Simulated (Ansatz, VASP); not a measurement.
**One calculation of MoH3, two programs**

```xyz
4
Lattice="0.0000 2.2575 2.2575 2.2575 0.0000 2.2575 2.2575 2.2575 0.0000" Properties=species:S:1:pos:R:3 pbc="T T T"
H     1.1287    1.1287    1.1287
H     3.3862    3.3862    3.3862
H     2.2575    2.2575    2.2575
Mo    0.0000    0.0000    0.0000
```

Change from the starting cell: species swapped into the Li3In type (Fm-3m, No. 225).

Alike in both runs: functional PBE; k mesh 6 × 6 × 6; occupations gaussian, width 0.1 eV; no spin polarisation.

Ansatz relaxed the structure, and its values are those at the end. VASP's run is a single point on that final structure, the one shown.

```csv
,VASP,Ansatz
version,VASP 6.6.1,Ansatz 0.2.0
potentials or method,"VASP PAW PBE potentials, release 64 (H, Mo_sv), cutoff 520 eV","scalar-relativistic, plane waves, PAW"
valence electrons in the cell,17,17
```

Ansatz gave:

* gap on the k mesh at the Fermi level (eV): none
* pressure (GPa): -0.2

Problem. What did VASP give for the same quantities?

Solution. gap on the k mesh at the Fermi level (eV): none; pressure (GPa): -0.1.

A gap of «none» marks a metal or a gap that the smearing closes.

The k mesh is coarse, so the values compare programs but aren't converged.
